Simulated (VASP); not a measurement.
# GaSb3 (Fm-3m) in VASP: further runs

GaSb3 is run at these levels: LDA, PBE; tasks: single point.

Everything below comes from runs of VASP 6.6.1. Logs are shortened: lines on timing, memory, paths and dates and some standing lists are left out, and cuts for length are marked.

### 1 The cell of the first run

It takes space group Fm-3m (No. 225, cubic). Conventional cell: a = 7.511 Å, b = 7.511 Å, c = 7.511 Å, α = 90.00°, β = 90.00°, γ = 90.00°. Sb (site symmetry m-3m) has 8 Sb at 3.25 Å and 6 Ga at 3.76 Å within 4.3 Å. Sb (site symmetry -43m) has 4 Ga at 3.25 Å and 10 Sb at 3.25 to 3.76 Å within 4.3 Å. Within 4.3 Å of Ga (site symmetry m-3m) lie 14 Sb at 3.25 to 3.76 Å.

### 2 Single point, LDA

INCAR

```
SYSTEM = GaSb3
ALGO = Normal
EDIFF = 1E-6
ENCUT = 500
GGA = CA
GGA_COMPAT = .False.
ISIF = 2
ISMEAR = -1
LASPH = .True.
LCHARG = .False.
LREAL = .False.
LWAVE = .False.
NBANDS = 22
NELM = 120
PREC = Accurate
SIGMA = 0.05
```

KPOINTS

```
k-points
0
Gamma
  6 6 6
  0 0 0
```

POSCAR

```
GaSb3
1.0
    0.0000000000      3.7553016472      3.7553016472
    3.7553016472      0.0000000000      3.7553016472
    3.7553016472      3.7553016472      0.0000000000
Sb Ga
3 1
Direct
    0.5000000000      0.5000000000      0.5000000000
    0.7500000000      0.7500000000      0.7500000000
    0.2500000000      0.2500000000      0.2500000000
    0.0000000000      0.0000000000      0.0000000000
```

Potentials or basis: VASP PAW LDA potentials, release 64 (Sb, Ga_d).

Launch:

```bash
$ cat potpaw_LDA.64/Sb/POTCAR potpaw_LDA.64/Ga_d/POTCAR > POTCAR
$ mpirun -np 1 vasp_std > vasp.out
```

OUTCAR:

```text
SYSTEM = GaSb3
   EDIFF = 1E-6
   ENCUT = 500
   GGA = CA
   ISIF = 2
   ISMEAR = -1
   LASPH = .True.
   LREAL = .False.
   NELM = 120
   PREC = Accurate

 ion  position               nearest neighbor table
   1  0.500  0.500  0.500-   2 3.25   3 3.25   3 3.25   3 3.25   3 3.25   2 3.25   2 3.25   2 3.25

   2  0.750  0.750  0.750-   1 3.25   4 3.25   1 3.25   1 3.25   1 3.25   4 3.25   4 3.25   4 3.25
                             3 3.76   3 3.76   3 3.76   3 3.76   3 3.76   3 3.76
   3  0.250  0.250  0.250-   1 3.25   4 3.25   4 3.25   4 3.25   4 3.25   1 3.25   1 3.25   1 3.25
                             2 3.76   2 3.76   2 3.76   2 3.76   2 3.76   2 3.76
   4  0.000  0.000  0.000-   2 3.25   3 3.25   2 3.25   2 3.25   2 3.25   3 3.25   3 3.25   3 3.25

  LATTYP: Found a face centered cubic cell.
 ALAT       =     7.5106032944

  Lattice vectors:

 A1 = (   0.0000000000,   3.7553016472,   3.7553016472)
 A2 = (   3.7553016472,   0.0000000000,   3.7553016472)
 A3 = (   3.7553016472,   3.7553016472,   0.0000000000)

Analysis of symmetry for initial positions (statically):
=====================================================================
 Subroutine PRICEL returns:
 Original cell was already a primitive cell.

 Routine SETGRP: Setting up the symmetry group for a
 face centered cubic supercell.

 Subroutine GETGRP returns: Found 48 space group operations
 (whereof 48 operations were pure point group operations)
 out of a pool of 48 trial point group operations.

The static configuration has the point symmetry O_h .

Analysis of symmetry for dynamics (positions and initial velocities):
=====================================================================
 Subroutine PRICEL returns:
 Original cell was already a primitive cell.

 Routine SETGRP: Setting up the symmetry group for a
 face centered cubic supercell.

 Subroutine GETGRP returns: Found 48 space group operations
 (whereof 48 operations were pure point group operations)
 out of a pool of 48 trial point group operations.

The dynamic configuration has the point symmetry O_h .

 Subroutine INISYM returns: Found 48 space group operations
 (whereof 48 operations are pure point group operations),
 and found     1 'primitive' translations

----------------------------------------------------------------------------------------

                                     Primitive cell

  volume of cell :     105.9167

  direct lattice vectors                    reciprocal lattice vectors
     0.000000000  3.755301647  3.755301647    -0.133145096  0.133145096  0.133145096
     3.755301647  0.000000000  3.755301647     0.133145096 -0.133145096  0.133145096
     3.755301647  3.755301647  0.000000000     0.133145096  0.133145096 -0.133145096

  length of vectors
     5.310798520  5.310798520  5.310798520     0.230614072  0.230614072  0.230614072

  position of ions in fractional coordinates (direct lattice)
     0.500000000  0.500000000  0.500000000
     0.750000000  0.750000000  0.750000000
     0.250000000  0.250000000  0.250000000
     0.000000000  0.000000000  0.000000000

  ion indices of the primitive-cell ions
   primitive index   ion index
                 1           1
                 2           2
                 3           3
                 4           4

----------------------------------------------------------------------------------------

 KPOINTS: k-points

Automatic generation of k-mesh.
 Grid dimensions read from file:
 generate k-points for:    6    6    6

 Generating k-lattice:

  Cartesian coordinates                     Fractional coordinates (reciprocal lattice)
    -0.022190849  0.022190849  0.022190849     0.166666667  0.000000000  0.000000000
     0.022190849 -0.022190849  0.022190849     0.000000000  0.166666667  0.000000000
     0.022190849  0.022190849 -0.022190849     0.000000000  0.000000000  0.166666667

  Length of vectors
     0.038435679  0.038435679  0.038435679

  Shift w.r.t. Gamma in fractional coordinates (k-lattice)
     0.000000000  0.000000000  0.000000000

 Subroutine IBZKPT returns following result:
 ===========================================

 Found     16 irreducible k-points:

 Following reciprocal coordinates:
            Coordinates               Weight
  0.000000  0.000000  0.000000      1.000000
  0.166667  0.000000  0.000000      8.000000
  0.333333  0.000000  0.000000      8.000000
  0.500000  0.000000  0.000000      4.000000
  0.166667  0.166667  0.000000      6.000000
  0.333333  0.166667  0.000000     24.000000
[... 8 lines left out ...]
 -0.333333  0.333333  0.166667     24.000000
 -0.333333  0.500000  0.166667     12.000000
   k-points           NKPTS =     16   k-points in BZ     NKDIM =     16   number of bands    NBANDS=     22
   number of dos      NEDOS =    301   number of ions     NIONS =      4
   total plane-waves  NPLWV =  64000
   dimension x,y,z NGX =    40 NGY =   40 NGZ =   40
   dimension x,y,z NGXF=    80 NGYF=   80 NGZF=   80
   ions per type =               3   1
   NGX,Y,Z   is equivalent  to a cutoff of  12.52, 12.52, 12.52 a.u.
   NGXF,Y,Z  is equivalent  to a cutoff of  25.04, 25.04, 25.04 a.u.
 SYSTEM =  GaSb3
   PREC   = accura    normal or accurate (medium, high low for compatibility)
   ISTART =      0    job   : 0-new  1-cont  2-samecut
   ICHARG =      2    charge: 1-file 2-atom 10-const
   ISPIN  =      1    spin polarized calculation?
   LNONCOLLINEAR =      F non collinear calculations
   LSORBIT =      F    spin-orbit coupling
   LASPH  =      T    aspherical Exc in radial PAW
   ENCUT  =  500.0 eV  36.75 Ry    6.06 a.u.   9.68  9.68  9.68*2*pi/ulx,y,z
   NELM   =    120;   NELMIN=  2; NELMDL= -5     # of ELM steps
   EDIFF  = 0.1E-05   stopping-criterion for ELM
   LREAL  =      F    real-space projection
   EDIFFG = 0.1E-04   stopping-criterion for IOM
   NSW    =      0    number of steps for IOM
   IBRION =     -1    ionic relax: 0-MD 1-quasi-New 2-CG
   NFREE  =      0    steps in history (QN), initial steepest desc. (CG)
   ISIF   =      2    stress and relaxation
   ISYM   =      2    0-nonsym 1-usesym 2-fastsym
   POTIM  = 0.5000    time-step for ionic-motion
   TEBEG  =    0.0;   TEEND  =   0.0 temperature during run
   PSTRESS=    0.0 pullay stress
   NELECT =      28.0000    total number of electrons
   NUPDOWN=      -1.0000    fix difference up-down
   EMIN   =  10.00;   EMAX   =-10.00  energy-range for DOS
   EFERMI =   0.00;   METHOD = LEGACY
   ISMEAR =    -1;   SIGMA  =   0.05  broadening in eV -4-tet -1-fermi 0-gaus
   EFERMI_NEDOS =   21; number of points for ismear=-14 and -15
   IALGO  =     38    algorithm
   IMIX   =      4    mixing-type and parameters
     AMIX     =   0.40;   BMIX     =  1.00
     AMIX_MAG =   1.60;   BMIX_MAG =  1.00
  volume/ion in A,a.u.               =      26.48       178.69
  Fermi-wavevector in a.u.,A,eV,Ry     =   1.050685  1.985507 15.020012  1.103940
  Thomas-Fermi vector in A             =   2.185698
   LORBIT       =      0    0 simple, 1 ext, 2 COOP (PROOUT), +10 PAW based schemes
   GGA     = CA    functional components
   LHFCALC =     F    Hartree Fock is set to
   AEXX    =    0.0000 exact exchange contribution
   IVDW    =     0    specifies the selected vdW correction
   LEPSILON=     F    determine dielectric tensor
   LRPA    =     F    only Hartree local field effects (RPA)
 non-spin polarized calculation
  energy-cutoff  :      500.00
  volume of cell :      105.92
 maximum number of plane-waves:      2733
   NGX = 19   NGY = 19   NGZ = 19

 number of electron      28.0000004 magnetization

 Free energy of the ion-electron system (eV)
  ---------------------------------------------------
  ext. energy  EPLUGINS =         0.00000000
  ---------------------------------------------------
  free energy    TOTEN  =       -17.03872327 eV

  energy without entropy =      -17.00518703  energy(sigma->0) =      -17.02195515

 E-fermi :   7.1901     XC(G=0): -10.2778

 val. band max:        7.1617538469   @ k =   0.5000   0.3333   0.0000
 cond. band min:       7.2421618495   @ k =  -0.1667   0.1667   0.0000
 fundamental gap:      0.0804080026
 Fermi energy:         7.1900782179

 k-point     1 :       0.0000    0.0000    0.0000
  band No.  band energies     occupation
      1      -7.8741      2.00000
      2      -7.8741      2.00000
      3      -7.8741      2.00000
      4      -7.8624      2.00000
      5      -7.8624      2.00000
      6      -5.2279      2.00000
[... 14 lines left out ...]
     21      13.5340      0.00000
     22      13.5340      0.00000

 k-point     2 :       0.1667    0.0000    0.0000
  band No.  band energies     occupation
      1      -7.8751      2.00000
      2      -7.8736      2.00000
      3      -7.8736      2.00000
      4      -7.8625      2.00000
      5      -7.8625      2.00000
      6      -5.0205      2.00000
[... 14 lines left out ...]
     21      11.9753      0.00000
     22      13.0762      0.00000

 k-point     3 :       0.3333    0.0000    0.0000
  band No.  band energies     occupation
      1      -7.8774      2.00000
      2      -7.8727      2.00000
      3      -7.8727      2.00000
      4      -7.8627      2.00000
      5      -7.8627      2.00000
      6      -4.4186      2.00000
[... 14 lines left out ...]
     21      11.5557      0.00000
     22      13.3737      0.00000
[... 276 lines left out ...]
 k-point    15 :      -0.3333    0.3333    0.1667
  band No.  band energies     occupation
      1      -7.8766      2.00000
      2      -7.8751      2.00000
      3      -7.8709      2.00000
      4      -7.8645      2.00000
      5      -7.8625      2.00000
      6      -3.2108      2.00000
[... 14 lines left out ...]
     21      11.8336      0.00000
     22      14.8325      0.00000

 k-point    16 :      -0.3333    0.5000    0.1667
  band No.  band energies     occupation
      1      -7.8787      2.00000
      2      -7.8732      2.00000
      3      -7.8703      2.00000
      4      -7.8654      2.00000
      5      -7.8621      2.00000
      6      -2.7199      2.00000
[... 14 lines left out ...]
     21      11.2912      0.00000
     22      14.1336      0.00000

------------------------ aborting loop because EDIFF is reached ----------------------------------------

  FORCE on cell =-STRESS in cart. coord.  units (eV):
  Direction    XX          YY          ZZ          XY          YZ          ZX
  --------------------------------------------------------------------------------------
  -------------------------------------------------------------------------------------
  Total       -3.4718264     -3.4718264     -3.4718264      0.0000000      0.0000000      0.0000000
  in kB      -52.5175076    -52.5175076    -52.5175076      0.0000000      0.0000000      0.0000000
  external PRESSURE =     -52.5175076 kB  Pullay stress =       0.0000000 kB

 VOLUME and BASIS-vectors are now :
 -----------------------------------------------------------------------------
  energy-cutoff  :      500.00
  volume of cell :      105.92
      direct lattice vectors                 reciprocal lattice vectors
     0.000000000  3.755301647  3.755301647    -0.133145096  0.133145096  0.133145096
     3.755301647  0.000000000  3.755301647     0.133145096 -0.133145096  0.133145096
     3.755301647  3.755301647  0.000000000     0.133145096  0.133145096 -0.133145096

 POSITION                                       TOTAL-FORCE (eV/Angst)
 -----------------------------------------------------------------------------------
      3.75530      3.75530      3.75530         0.000000     -0.000000      0.000000
      5.63295      5.63295      5.63295        -0.000000     -0.000000     -0.000000
      1.87765      1.87765      1.87765         0.000000      0.000000      0.000000
      0.00000      0.00000      0.00000         0.000000     -0.000000      0.000000
 -----------------------------------------------------------------------------------
    total drift:                               -0.000000      0.000000      0.000000

  FREE ENERGIE OF THE ION-ELECTRON SYSTEM (eV)
  ---------------------------------------------------
  free  energy   TOTEN  =       -17.0387232699 eV

  energy  without entropy=      -17.0051870309  energy(sigma->0) =      -17.02195515
```

It took 48 s on 1 thread of Intel Xeon 8259CL, shared host; peak memory 0.21 GiB.

What came out:

| Item | Value |
| --- | --- |
| Free energy | -17.0387 eV |
| Pressure | -5.3 GPa |
| Band gap on the k mesh | zero (band 14 reaches 8.29 eV, above the bottom of band 15 at 4.76 eV) |

Caveat: spin-orbit coupling is left out, which moves the levels of the heavy elements.

### 3 Single point, PBE

INCAR

```
  PREC = Accurate
  ENCUT = 500
  EDIFF = 1E-6
  ISMEAR = -1
  SIGMA = 0.05
  LREAL = False
  LASPH = True
  NELM = 120
  ALGO = Normal
  ISIF = 2
  LWAVE = False
  LCHARG = False
  GGA = PE
  NBANDS = 22
  GGA_COMPAT = False
```

KPOINTS

```
Automatic mesh
0
Gamma
  6 6 6
```

POSCAR is that of step 2.

Potentials or basis: VASP PAW PBE potentials, release 64 (Sb, Ga_d).

Launch:

```bash
$ cat potpaw_PBE.64/Sb/POTCAR potpaw_PBE.64/Ga_d/POTCAR > POTCAR
$ mpirun -np 1 vasp_std > vasp.out
```

Wall time 58 s (1 thread of Intel Xeon 8259CL, shared host); peak memory 0.25 GiB.

The run converged. Its results:

```
Free energy            : -14.4407 eV
Pressure               : -1.5 GPa
Band gap on the k mesh : zero (band 14 reaches 8.47 eV, above the bottom of band 15 at 4.90 eV)
```

Levels at points of the mesh, in eV from the Fermi level:
| k point | band 10 | band 11 | band 12 | band 13 | band 14 | band 15 | band 16 | band 17 | band 18 | band 19 |
| --- | --- | --- | --- | --- | --- | --- | --- | --- | --- | --- |
| (0.00, 0.00, 0.00) | -2.60 | -2.60 | -2.60 | -2.45 | -2.45 | -2.45 | -0.77 | -0.77 | -0.77 | 3.37 |
| (0.50, 0.00, 0.00) | -3.57 | -3.57 | -2.65 | -2.65 | -0.55 | -0.19 | 1.92 | 1.92 | 2.84 | 2.84 |
| (0.50, 0.50, 0.00) | -5.16 | -5.16 | 0.43 | 0.74 | 0.92 | 0.92 | 1.74 | 1.74 | 1.87 | 3.54 |

Caveat: spin-orbit coupling is left out, which moves the levels of the heavy elements.
